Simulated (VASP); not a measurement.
# TePb (Fm-3m) in VASP: elastic constants with LDA

Aim: the elastic constants of TePb with LDA.

Program: VASP 6.6.1. These are calculated values, not measurements. Logs are shortened: lines on timing, memory, paths and dates and some standing lists are left out, and cuts for length are marked.

### Step 1. The cell of the first run

It takes space group Fm-3m (No. 225, cubic). Conventional cell: a = 6.382 Å, b = 6.382 Å, c = 6.382 Å, α = 90.00°, β = 90.00°, γ = 90.00°. Te (site symmetry m-3m) has 6 Pb at 3.19 Å within 4.2 Å. Within 4.2 Å of Pb (site symmetry m-3m) lie 6 Te at 3.19 Å.

### Step 2. Elastic constants, LDA

INCAR reads:

```
SYSTEM = TePb
  PREC = Accurate
  ENCUT = 500
  EDIFF = 1E-8
  ISMEAR = 0
  SIGMA = 0.01
  LREAL = .False.
  LASPH = .True.
  NELM = 120
  ALGO = Normal
  ISIF = 3
  LWAVE = .False.
  LCHARG = .False.
  GGA = CA
  NBANDS = 17
  IBRION = 6
  NFREE = 2
  POTIM = 0.015
  NSW = 1
  GGA_COMPAT = .False.
```

KPOINTS reads:

```
regular mesh
0
Gamma
  6 6 6
  0 0 0
```

POSCAR reads:

```
TePb
1.0
    3.1909121651      3.1909121651      0.0000000000
   -3.1909121651      3.1909121651      0.0000000000
    0.0000000000      3.1909121651      3.1909121651
Te Pb
1 1
Direct
    0.5000000000      0.5000000000      0.0000000000
    0.0000000000      0.0000000000      0.0000000000
```

Potentials or basis: VASP PAW LDA potentials, release 64 (Te, Pb_d).

Launch:

```
> cat potpaw_LDA.64/Te/POTCAR potpaw_LDA.64/Pb_d/POTCAR > POTCAR
> mpirun -np 1 vasp_std > vasp.out
```

OUTCAR:

```text
SYSTEM = TePb
   PREC = Accurate
   ENCUT = 500
   EDIFF = 1E-8
   ISMEAR = 0
   LREAL = .False.
   LASPH = .True.
   NELM = 120
   ISIF = 3
   GGA = CA
   IBRION = 6
   NFREE = 2
   POTIM = 0.015
   NSW = 1

 ion  position               nearest neighbor table
   1  0.500  0.500  0.000-   2 3.19   2 3.19   2 3.19   2 3.19   2 3.19   2 3.19
   2  0.000  0.000  0.000-   1 3.19   1 3.19   1 3.19   1 3.19   1 3.19   1 3.19

  LATTYP: Found a face centered cubic cell.
 ALAT       =     6.3818243302

  Lattice vectors:

 A1 = (   0.0000000000,   3.1909121651,   3.1909121651)
 A2 = (   3.1909121651,   0.0000000000,   3.1909121651)
 A3 = (   3.1909121651,   3.1909121651,   0.0000000000)

Analysis of symmetry for initial positions (statically):
=====================================================================
 Subroutine PRICEL returns:
 Original cell was already a primitive cell.

 Routine SETGRP: Setting up the symmetry group for a
 face centered cubic supercell.

 Subroutine GETGRP returns: Found 48 space group operations
 (whereof 48 operations were pure point group operations)
 out of a pool of 48 trial point group operations.

The static configuration has the point symmetry O_h .

Analysis of symmetry for dynamics (positions and initial velocities):
=====================================================================
 Subroutine PRICEL returns:
 Original cell was already a primitive cell.

 Routine SETGRP: Setting up the symmetry group for a
 face centered cubic supercell.

 Subroutine GETGRP returns: Found 48 space group operations
 (whereof 48 operations were pure point group operations)
 out of a pool of 48 trial point group operations.

The dynamic configuration has the point symmetry O_h .

 Subroutine INISYM returns: Found 48 space group operations
 (whereof 48 operations are pure point group operations),
 and found     1 'primitive' translations

----------------------------------------------------------------------------------------

                                     Primitive cell

  volume of cell :      64.9792

  direct lattice vectors                    reciprocal lattice vectors
     3.190912165  3.190912165  0.000000000     0.156695006  0.156695006 -0.156695006
    -3.190912165  3.190912165  0.000000000    -0.156695006  0.156695006 -0.156695006
     0.000000000  3.190912165  3.190912165     0.000000000  0.000000000  0.313390011

  length of vectors
     4.512631260  4.512631260  4.512631260     0.271403711  0.271403711  0.313390011

  position of ions in fractional coordinates (direct lattice)
     0.500000000  0.500000000  0.000000000
     0.000000000  0.000000000  0.000000000

  ion indices of the primitive-cell ions
   primitive index   ion index
                 1           1
                 2           2

----------------------------------------------------------------------------------------

 KPOINTS: regular mesh

Automatic generation of k-mesh.
 Grid dimensions read from file:
 generate k-points for:    6    6    6

 Generating k-lattice:

  Cartesian coordinates                     Fractional coordinates (reciprocal lattice)
     0.026115834  0.026115834 -0.026115834     0.166666667  0.000000000  0.000000000
    -0.026115834  0.026115834 -0.026115834     0.000000000  0.166666667  0.000000000
     0.000000000  0.000000000  0.052231669     0.000000000  0.000000000  0.166666667

  Length of vectors
     0.045233952  0.045233952  0.052231669

  Shift w.r.t. Gamma in fractional coordinates (k-lattice)
     0.000000000  0.000000000  0.000000000

 Subroutine IBZKPT returns following result:
 ===========================================

 Found     16 irreducible k-points:

 Following reciprocal coordinates:
            Coordinates               Weight
  0.000000  0.000000  0.000000      1.000000
  0.166667  0.000000  0.000000      8.000000
  0.333333  0.000000  0.000000      8.000000
  0.500000  0.000000  0.000000      4.000000
  0.166667  0.166667  0.000000     12.000000
  0.333333  0.166667  0.000000     24.000000
[... 40 lines left out ...]
   NUPDOWN=      -1.0000    fix difference up-down
   EMIN   =  10.00;   EMAX   =-10.00  energy-range for DOS
   EFERMI =   0.00;   METHOD = LEGACY
   ISMEAR =     0;   SIGMA  =   0.01  broadening in eV -4-tet -1-fermi 0-gaus
   EFERMI_NEDOS =   21; number of points for ismear=-14 and -15
   IALGO  =     38    algorithm
   IMIX   =      4    mixing-type and parameters
     AMIX     =   0.40;   BMIX     =  1.00
     AMIX_MAG =   1.60;   BMIX_MAG =  1.00
  volume/ion in A,a.u.               =      32.49       219.25
  Fermi-wavevector in a.u.,A,eV,Ry     =   1.105333  2.088777 16.623082  1.221762
  Thomas-Fermi vector in A             =   2.241819
   LORBIT       =      0    0 simple, 1 ext, 2 COOP (PROOUT), +10 PAW based schemes
   GGA     = CA    functional components
   LHFCALC =     F    Hartree Fock is set to
   AEXX    =    0.0000 exact exchange contribution
   IVDW    =     0    specifies the selected vdW correction
   LEPSILON=     F    determine dielectric tensor
   LRPA    =     F    only Hartree local field effects (RPA)
 finite differences with symmetry
 non-spin polarized calculation
 Gauss-broadening in eV      SIGMA  =   0.01
  energy-cutoff  :      500.00
  volume of cell :       64.98
 maximum number of plane-waves:      1676
 NGX is ok and might be reduce to    36
   NGX = 17   NGY = 17   NGZ = 17

--------------------------------------- Ionic step        1  -------------------------------------------

 number of electron      19.9999999 magnetization

 Free energy of the ion-electron system (eV)
  ---------------------------------------------------
  ext. energy  EPLUGINS =         0.00000000
  ---------------------------------------------------
  free energy    TOTEN  =        -8.77568251 eV

  energy without entropy =       -8.77568251  energy(sigma->0) =       -8.77568251

------------------------ aborting loop because EDIFF is reached ----------------------------------------

  FORCE on cell =-STRESS in cart. coord.  units (eV):
  Direction    XX          YY          ZZ          XY          YZ          ZX
  --------------------------------------------------------------------------------------
  -------------------------------------------------------------------------------------
  Total        0.0299711      0.0299711      0.0299711      0.0000000      0.0000000      0.0000000
  in kB        0.7389908      0.7389908      0.7389908      0.0000000      0.0000000      0.0000000
  external PRESSURE =       0.7389908 kB  Pullay stress =       0.0000000 kB
[... 89 lines left out ...]
  FREE ENERGIE OF THE ION-ELECTRON SYSTEM (eV)
  ---------------------------------------------------
  free  energy   TOTEN  =        -8.7685296630 eV

  energy  without entropy=       -8.7685296630  energy(sigma->0) =       -8.76852966

[... ionic steps 4 to 14 ...]

--------------------------------------- Ionic step       15  -------------------------------------------

 number of electron      19.9999999 magnetization

------------------------ aborting loop because EDIFF is reached ----------------------------------------
[... 67 lines left out ...]
--------------------------------------- Ionic step       17  -------------------------------------------

 number of electron      20.0000000 magnetization

 Free energy of the ion-electron system (eV)
  ---------------------------------------------------
  ext. energy  EPLUGINS =         0.00000000
  ---------------------------------------------------
  free energy    TOTEN  =        -8.77564111 eV

  energy without entropy =       -8.77564111  energy(sigma->0) =       -8.77564111

 E-fermi :   5.9930     XC(G=0):  -9.7398

 val. band max:        5.9197183722   @ k =   0.5000   0.0000   0.0000
 cond. band min:       6.4766731537   @ k =   0.5000   0.0000   0.0000
 fundamental gap:      0.5569547815
 Fermi energy:         5.9930133884

 k-point     1 :       0.0000    0.0000    0.0000
  band No.  band energies     occupation
      1     -10.8282      2.00000
      2     -10.8282      2.00000
      3     -10.8112      2.00000
      4     -10.8112      2.00000
      5     -10.8112      2.00000
      6      -6.4608      2.00000
[... 457 lines left out ...]
      4     -10.7884      2.00000
      5     -10.7884      2.00000
      6      -5.2536      2.00000
[... 9 lines left out ...]
     16      15.0620      0.00000
     17      15.7918      0.00000

 [... further k-points ...]

------------------------ aborting loop because EDIFF is reached ----------------------------------------

  FORCE on cell =-STRESS in cart. coord.  units (eV):
  Direction    XX          YY          ZZ          XY          YZ          ZX
  --------------------------------------------------------------------------------------
  -------------------------------------------------------------------------------------
  Total        0.0338585      0.0297702      0.0297702      0.0000000      0.0000000      0.0000000
  in kB        0.8348421      0.7340360      0.7340360      0.0000000      0.0000000      0.0000000
  external PRESSURE =       0.7676381 kB  Pullay stress =       0.0000000 kB
[... 17 lines left out ...]
  FREE ENERGIE OF THE ION-ELECTRON SYSTEM (eV)
  ---------------------------------------------------
  free  energy   TOTEN  =        -8.7756411101 eV

  energy  without entropy=       -8.7756411101  energy(sigma->0) =       -8.77564111

 INTERNAL STRAIN TENSORS FROM STRAINED CELLS
 ============================================

 INTERNAL STRAIN TENSOR FOR ION    1 for displacements in x,y,z  (eV/Angst):
          X           Y           Z          XY          YZ          ZX
  --------------------------------------------------------------------------------
  x     0.00000     0.00000     0.00000     0.00000     0.00000     0.00000
  y     0.00000     0.00000    -0.00000     0.00000     0.00000     0.00000
  z     0.00000     0.00000     0.00000     0.00000     0.00000     0.00000

 INTERNAL STRAIN TENSORS FROM DISPLACED ATOMS
 ============================================

 INTERNAL STRAIN TENSOR FOR ION    1 for displacements in x,y,z  (eV/Angst):
          X           Y           Z          XY          YZ          ZX
  --------------------------------------------------------------------------------
  x     0.00000     0.00000     0.00000     0.00000     0.00000     0.00000
  y     0.00000     0.00000     0.00000     0.00000     0.00000     0.00000
  z     0.00000     0.00000     0.00000     0.00000     0.00000     0.00000

 INTERNAL STRAIN TENSOR FOR ION    2 for displacements in x,y,z  (eV/Angst):
          X           Y           Z          XY          YZ          ZX
  --------------------------------------------------------------------------------
  x     0.00000     0.00000     0.00000     0.00000     0.00000     0.00000
  y     0.00000     0.00000     0.00000     0.00000     0.00000     0.00000
  z     0.00000     0.00000     0.00000     0.00000     0.00000     0.00000

 Eigenvectors and eigenvalues of the dynamical matrix
 ----------------------------------------------------

   1 f  =    1.073503 THz     6.745018 2PiTHz   35.808202 cm-1     4.439649 meV
             X         Y         Z           dx          dy          dz
      0.000000  3.190912  0.000000    -0.785630    0.000000    0.000000
      0.000000  0.000000  0.000000     0.618696   -0.000000    0.000000
[... 21 lines left out ...]
   6 f/i=    0.001836 THz     0.011537 2PiTHz    0.061249 cm-1     0.007594 meV
             X         Y         Z           dx          dy          dz
      0.000000  3.190912  0.000000    -0.000000    0.618696    0.000000
      0.000000  0.000000  0.000000    -0.000000    0.785630    0.000000

--------------------------------------------------------------------------------------------------------

 ELASTIC MODULI CONTR FROM IONIC RELAXATION (kBar)
 Direction    XX          YY          ZZ          XY          YZ          ZX
 --------------------------------------------------------------------------------
 XX           0.0000      0.0000      0.0000      0.0000      0.0000      0.0000
 YY           0.0000      0.0000      0.0000      0.0000      0.0000      0.0000
 ZZ           0.0000      0.0000      0.0000      0.0000      0.0000      0.0000
 XY           0.0000      0.0000      0.0000      0.0000      0.0000      0.0000
 YZ           0.0000      0.0000      0.0000      0.0000      0.0000      0.0000
 ZX           0.0000      0.0000      0.0000      0.0000      0.0000      0.0000
 --------------------------------------------------------------------------------

 TOTAL ELASTIC MODULI (kBar)
 Direction    XX          YY          ZZ          XY          YZ          ZX
 --------------------------------------------------------------------------------
 XX        1382.5221     53.0786     53.0786      0.0000      0.0000      0.0000
 YY          53.0786   1382.5221     53.0786      0.0000      0.0000     -0.0000
 ZZ          53.0786     53.0786   1382.5221      0.0000      0.0000     -0.0000
 XY           0.0000      0.0000      0.0000    155.4417      0.0000     -0.0000
 YZ           0.0000      0.0000      0.0000      0.0000    155.4417      0.0000
 ZX           0.0000     -0.0000     -0.0000     -0.0000      0.0000    155.4417
 --------------------------------------------------------------------------------
```

It took 7.8 min on 1 thread of Intel Xeon Platinum 8488C (Sapphire Rapids), shared host; peak memory 0.27 GiB.

What came out:

```
Elastic constants C11, C12, C44                         : 138, 5, 16 GPa
Voigt bulk modulus                                      : 50 GPa
Highest phonon frequency at Γ, LO-TO splitting left out : 36 cm⁻¹
```

Phonon frequencies in cm⁻¹ (negative: imaginary):
```tsv
q point	frequencies
(0.000, 0.000, 0.000)	0 0 0 36 36 36
```

Elastic tensor in Voigt notation (GPa, in the Cartesian axes of the cell as first typed):
```
138   5   5   0   0   0
  5 138   5   0   0   0
  5   5 138   0   0   0
  0   0   0  16   0   0
  0   0   0   0  16   0
  0   0   0   0   0  16
```

Clamped-ion elastic tensor (GPa):
```
138   5   5   0   0   0
  5 138   5   0   0   0
  5   5 138   0   0   0
  0   0   0  16   0   0
  0   0   0   0  16   0
  0   0   0   0   0  16
```

Caveat: spin-orbit coupling is left out, which moves the levels of the heavy elements.
